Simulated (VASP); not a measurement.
# Cu (Cmce) in VASP: single point with r2SCAN

Aim: the single point of Cu with r2SCAN.

Program: VASP 6.6.1. These are calculated values, not measurements. Logs are shortened: lines on timing, memory, paths and dates and some standing lists are left out, and cuts for length are marked.

### 1 The cell of the first run

The structure is orthorhombic, space group Cmce (No. 64). The conventional cell has a = 3.845 Å, b = 6.517 Å, c = 3.850 Å, α = 90.00°, β = 90.00°, γ = 90.00°. Cu (site symmetry m) has 7 Cu at 2.08 to 2.38 Å within 2.8 Å.

### 2 Single point, r2SCAN

Input file POSCAR:

```
Cu
1.0
    1.9225321094     -3.2583353959      0.0000000000
    1.9225321094      3.2583353959      0.0000000000
    0.0000000000      0.0000000000      3.8501788098
Cu
4
Direct
    0.1525000000      0.8475000000      0.0785000000
    0.6525000000      0.3475000000      0.4215000000
    0.8475000000      0.1525000000      0.9215000000
    0.3475000000      0.6525000000      0.5785000000
```

Input file INCAR.step1:

```
  PREC = Accurate
  ENCUT = 520
  ISMEAR = 0
  SIGMA = 0.1
  LREAL = False
  LASPH = True
  NELM = 100
  NBANDS = 30
  GGA = PE
  ALGO = Normal
  EDIFF = 1E-4
  LWAVE = True
  LCHARG = False
```

Input file INCAR.step2:

```
  PREC = Accurate
  ENCUT = 520
  EDIFF = 1E-6
  ISMEAR = 0
  SIGMA = 0.1
  LREAL = False
  LASPH = True
  NELM = 100
  ALGO = Normal
  ISIF = 2
  LWAVE = False
  LCHARG = False
  METAGGA = R2SCAN
  LMIXTAU = True
  NBANDS = 30
  ISTART = 1
```

Input file KPOINTS:

```
regular mesh
0
Gamma
  6 6 6
```

Potentials or basis: VASP PAW PBE potentials, release 64 (Cu).

Launch:

```bash
$ cat potpaw_PBE.64/Cu/POTCAR > POTCAR
$ cp INCAR.step1 INCAR
$ mpirun -np 1 vasp_std > vasp.out
$ cp INCAR.step2 INCAR
$ mpirun -np 1 vasp_std > vasp.out
```

OUTCAR:

```text
PREC = Accurate
   ENCUT = 520
   EDIFF = 1E-6
   ISMEAR = 0
   LREAL = False
   LASPH = True
   NELM = 100
   ISIF = 2
   METAGGA = R2SCAN
   ISTART = 1

 ion  position               nearest neighbor table
   1  0.153  0.847  0.078-   3 2.08   4 2.31   4 2.31   2 2.33   2 2.33   3 2.38   3 2.38
   2  0.653  0.347  0.422-   4 2.08   3 2.31   3 2.31   1 2.33   1 2.33   4 2.38   4 2.38
   3  0.847  0.153  0.922-   1 2.08   2 2.31   2 2.31   4 2.33   4 2.33   1 2.38   1 2.38
   4  0.347  0.653  0.578-   2 2.08   1 2.31   1 2.31   3 2.33   3 2.33   2 2.38   2 2.38

  LATTYP: Found a base centered orthorhombic cell.
 ALAT       =     3.8450642188
 B/A-ratio  =     1.6948145521
 C/A-ratio  =     1.0013301705

  Lattice vectors:

 A1 = (   1.9225321094,  -3.2583353959,   0.0000000000)
 A2 = (   1.9225321094,   3.2583353959,   0.0000000000)
 A3 = (   0.0000000000,   0.0000000000,   3.8501788098)

Analysis of symmetry for initial positions (statically):
=====================================================================
 Subroutine PRICEL returns:
 Original cell was already a primitive cell.

 Routine SETGRP: Setting up the symmetry group for a
 base centered orthorhombic supercell.

 Subroutine GETGRP returns: Found  8 space group operations
 (whereof  4 operations were pure point group operations)
 out of a pool of  8 trial point group operations.

The static configuration has the point symmetry C_2h.
 The point group associated with its full space group is D_2h.

Analysis of symmetry for dynamics (positions and initial velocities):
=====================================================================
 Subroutine PRICEL returns:
 Original cell was already a primitive cell.

 Routine SETGRP: Setting up the symmetry group for a
 base centered orthorhombic supercell.

 Subroutine GETGRP returns: Found  8 space group operations
 (whereof  4 operations were pure point group operations)
 out of a pool of  8 trial point group operations.

The dynamic configuration has the point symmetry C_2h.
 The point group associated with its full space group is D_2h.

 Subroutine INISYM returns: Found  8 space group operations
 (whereof  4 operations are pure point group operations),
 and found     1 'primitive' translations

----------------------------------------------------------------------------------------

                                     Primitive cell

  volume of cell :      48.2370

  direct lattice vectors                    reciprocal lattice vectors
     1.922532109 -3.258335396  0.000000000     0.260073680 -0.153452588  0.000000000
     1.922532109  3.258335396  0.000000000     0.260073680  0.153452588  0.000000000
     0.000000000  0.000000000  3.850178810     0.000000000  0.000000000  0.259728197

  length of vectors
     3.783236612  3.783236612  3.850178810     0.301970223  0.301970223  0.259728197

  position of ions in fractional coordinates (direct lattice)
     0.152500000  0.847500000  0.078500000
     0.652500000  0.347500000  0.421500000
     0.847500000  0.152500000  0.921500000
     0.347500000  0.652500000  0.578500000

  ion indices of the primitive-cell ions
   primitive index   ion index
                 1           1
                 2           2
                 3           3
                 4           4

----------------------------------------------------------------------------------------

 KPOINTS: regular mesh

Automatic generation of k-mesh.
 Grid dimensions read from file:
 generate k-points for:    6    6    6

 Generating k-lattice:

  Cartesian coordinates                     Fractional coordinates (reciprocal lattice)
     0.043345613 -0.025575431  0.000000000     0.166666667 -0.000000000  0.000000000
     0.043345613  0.025575431  0.000000000    -0.000000000  0.166666667  0.000000000
     0.000000000  0.000000000  0.043288033     0.000000000  0.000000000  0.166666667

  Length of vectors
     0.050328371  0.050328371  0.043288033

  Shift w.r.t. Gamma in fractional coordinates (k-lattice)
     0.000000000  0.000000000  0.000000000

 Subroutine IBZKPT returns following result:
 ===========================================

 Found     52 irreducible k-points:

 Following reciprocal coordinates:
            Coordinates               Weight
  0.000000  0.000000  0.000000      1.000000
  0.166667 -0.000000  0.000000      4.000000
  0.333333  0.000000  0.000000      4.000000
  0.500000 -0.000000  0.000000      2.000000
  0.166667  0.166667  0.000000      2.000000
  0.333333  0.166667  0.000000      4.000000
[... 16 lines left out ...]
  0.333333  0.333333  0.166667      4.000000
  0.500000  0.333333  0.166667      8.000000
 [... further k-points ...]
   k-points           NKPTS =     52   k-points in BZ     NKDIM =     52   number of bands    NBANDS=     30
   number of dos      NEDOS =    301   number of ions     NIONS =      4
   total plane-waves  NPLWV =  23520
   dimension x,y,z NGX =    28 NGY =   28 NGZ =   30
   dimension x,y,z NGXF=    56 NGYF=   56 NGZF=   60
   ions per type =               4
   NGX,Y,Z   is equivalent  to a cutoff of  12.30, 12.30, 12.95 a.u.
   NGXF,Y,Z  is equivalent  to a cutoff of  24.61, 24.61, 25.91 a.u.
 SYSTEM =  unknown system
   PREC   = accura    normal or accurate (medium, high low for compatibility)
   ISTART =      1    job   : 0-new  1-cont  2-samecut
   ICHARG =      0    charge: 1-file 2-atom 10-const
   ISPIN  =      1    spin polarized calculation?
   LNONCOLLINEAR =      F non collinear calculations
   LSORBIT =      F    spin-orbit coupling
   LASPH  =      T    aspherical Exc in radial PAW
   ENCUT  =  520.0 eV  38.22 Ry    6.18 a.u.   7.03  7.03  7.16*2*pi/ulx,y,z
   NELM   =    100;   NELMIN=  2; NELMDL=  0     # of ELM steps
   EDIFF  = 0.1E-05   stopping-criterion for ELM
   LREAL  =      F    real-space projection
   EDIFFG = 0.1E-04   stopping-criterion for IOM
   NSW    =      0    number of steps for IOM
   IBRION =     -1    ionic relax: 0-MD 1-quasi-New 2-CG
   NFREE  =      0    steps in history (QN), initial steepest desc. (CG)
   ISIF   =      2    stress and relaxation
   ISYM   =      2    0-nonsym 1-usesym 2-fastsym
   POTIM  = 0.5000    time-step for ionic-motion
   TEBEG  =    0.0;   TEEND  =   0.0 temperature during run
   PSTRESS=    0.0 pullay stress
   NELECT =      44.0000    total number of electrons
   NUPDOWN=      -1.0000    fix difference up-down
   EMIN   =  10.00;   EMAX   =-10.00  energy-range for DOS
   EFERMI =   0.00;   METHOD = LEGACY
   ISMEAR =     0;   SIGMA  =   0.10  broadening in eV -4-tet -1-fermi 0-gaus
   EFERMI_NEDOS =   21; number of points for ismear=-14 and -15
   IALGO  =     38    algorithm
   IMIX   =      4    mixing-type and parameters
     AMIX     =   0.40;   BMIX     =  1.00
     AMIX_MAG =   1.60;   BMIX_MAG =  1.00
  volume/ion in A,a.u.               =      12.06        81.38
  Fermi-wavevector in a.u.,A,eV,Ry     =   1.587690  3.000298 34.297003  2.520759
  Thomas-Fermi vector in A             =   2.686808
   LORBIT       =      0    0 simple, 1 ext, 2 COOP (PROOUT), +10 PAW based schemes
   METAGGA = R2SCAN    functional components
   LHFCALC =     F    Hartree Fock is set to
   AEXX    =    0.0000 exact exchange contribution
   IVDW    =     0    specifies the selected vdW correction
   LEPSILON=     F    determine dielectric tensor
   LRPA    =     F    only Hartree local field effects (RPA)
 non-spin polarized calculation
 Gauss-broadening in eV      SIGMA  =   0.10
  energy-cutoff  :      520.00
  volume of cell :       48.24
 maximum number of plane-waves:      1311
   NGX = 15   NGY = 15   NGZ = 15

 number of electron      44.0000038 magnetization

 Free energy of the ion-electron system (eV)
  ---------------------------------------------------
  ext. energy  EPLUGINS =         0.00000000
  ---------------------------------------------------
  free energy    TOTEN  =       -40.49091706 eV

  energy without entropy =      -40.48518907  energy(sigma->0) =      -40.48805307

 E-fermi :   7.5924     XC(G=0): -13.3630

 val. band max:        7.5792702084   @ k =   0.5000   0.5000   0.5000
 cond. band min:       7.6382456291   @ k =   0.3333   0.1667   0.3333
 fundamental gap:      0.0589754206
 Fermi energy:         7.5924404308

 k-point     1 :       0.0000    0.0000    0.0000
  band No.  band energies     occupation
      1      -2.2603      2.00000
      2       2.2951      2.00000
      3       2.3718      2.00000
      4       2.4408      2.00000
      5       2.8861      2.00000
      6       2.8864      2.00000
[... 22 lines left out ...]
     29      17.1438      0.00000
     30      22.9421      0.00000

 k-point     2 :       0.1667   -0.0000    0.0000
  band No.  band energies     occupation
      1      -1.8490      2.00000
      2       2.1868      2.00000
      3       2.3840      2.00000
      4       2.6935      2.00000
      5       2.7871      2.00000
      6       2.9226      2.00000
[... 22 lines left out ...]
     29      19.0974      0.00000
     30      20.9382      0.00000

 k-point     3 :       0.3333    0.0000    0.0000
  band No.  band energies     occupation
      1      -0.6683      2.00000
      2       2.1787      2.00000
      3       2.3738      2.00000
      4       2.6125      2.00000
      5       2.7616      2.00000
      6       2.7848      2.00000
[... 22 lines left out ...]
     29      20.3719      0.00000
     30      20.9926      0.00000

 k-point     4 :       0.5000   -0.0000    0.0000
  band No.  band energies     occupation
      1       1.0232      2.00000
      2       1.0232      2.00000
      3       2.4103      2.00000
      4       2.4103      2.00000
      5       2.8104      2.00000
      6       2.8104      2.00000
[... 616 lines left out ...]
     29      18.8541      0.00000
     30      19.5517      0.00000

 k-point    23 :       0.3333    0.3333    0.1667
  band No.  band energies     occupation
      1       1.5089      2.00000
      2       1.6962      2.00000
      3       1.8880      2.00000
      4       2.3016      2.00000
      5       2.5247      2.00000
      6       2.5281      2.00000
[... 22 lines left out ...]
     29      19.5680      0.00000
     30      19.6120      0.00000

 k-point    24 :       0.5000    0.3333    0.1667
  band No.  band energies     occupation
      1       0.5127      2.00000
      2       1.9455      2.00000
      3       2.1210      2.00000
      4       2.3111      2.00000
      5       2.5464      2.00000
      6       2.5890      2.00000
[... 22 lines left out ...]
     29      19.3598      0.00000
     30      20.1263      0.00000

 [... further k-points ...]
[... 5 lines left out ...]
  --------------------------------------------------------------------------------------
  -------------------------------------------------------------------------------------
  Total        5.1070644     12.0363582      5.7451020      0.0000000     -0.0000000      0.0000000
  in kB      169.6295977    399.7839929    190.8218244      0.0000000     -0.0000000      0.0000000
  external PRESSURE =     253.4118050 kB  Pullay stress =       0.0000000 kB

 VOLUME and BASIS-vectors are now :
 -----------------------------------------------------------------------------
  energy-cutoff  :      520.00
  volume of cell :       48.24
      direct lattice vectors                 reciprocal lattice vectors
     1.922532109 -3.258335396  0.000000000     0.260073680 -0.153452588  0.000000000
     1.922532109  3.258335396  0.000000000     0.260073680  0.153452588  0.000000000
     0.000000000  0.000000000  3.850178810     0.000000000  0.000000000  0.259728197

 POSITION                                       TOTAL-FORCE (eV/Angst)
 -----------------------------------------------------------------------------------
      1.92253      2.26454      0.30224         0.000000     -1.346636      0.280097
      1.92253     -0.99379      1.62285         0.000000     -1.346636     -0.280097
      1.92253     -2.26454      3.54794         0.000000      1.346636     -0.280097
      1.92253      0.99379      2.22733         0.000000      1.346636      0.280097
 -----------------------------------------------------------------------------------
    total drift:                                0.000000      0.000000     -0.000000

  FREE ENERGIE OF THE ION-ELECTRON SYSTEM (eV)
  ---------------------------------------------------
  free  energy   TOTEN  =       -40.4909170635 eV

  energy  without entropy=      -40.4851890681  energy(sigma->0) =      -40.48805307
```

It took 2.5 min on 1 thread of AMD EPYC 9R45 (Zen 5), shared host; peak memory 0.17 GiB.

Results:

- Free energy: -40.4909 eV
- Pressure: 25.3 GPa
- Largest force: 1.375 eV/Å
- Band gap on the k mesh: zero (bands 22 and 23 overlap by 3.30 eV)

Forces in eV/Å, atoms in the order of the input:
```
Cu   0.000 -1.347  0.280
Cu   0.000 -1.347 -0.280
Cu   0.000  1.347 -0.280
Cu   0.000  1.347  0.280
```

Levels at points of the mesh, in eV from the Fermi level:
```
           k point  band 20  band 21  band 22  band 23  band 24  band 25
(0.00, 0.00, 0.00)    -1.93    -1.88     1.52     3.78     4.49     4.83
(0.50, 0.00, 0.00)    -2.29    -1.86    -1.86     3.08     3.08     4.43
(0.50, 0.50, 0.00)    -2.14    -1.95    -1.65     0.09     5.07     5.15
(0.00, 0.00, 0.50)    -2.16    -2.02    -2.02     7.01     7.01     7.33
(0.50, 0.00, 0.50)    -2.20    -1.64    -1.64    -0.28    -0.28     3.49
(0.50, 0.50, 0.50)    -2.19    -1.45    -1.45    -0.01    -0.01     4.63
```

Caveat: the cell stands under pressure; the PAW data sets were made with another functional, which shifts forces and pressure a little.
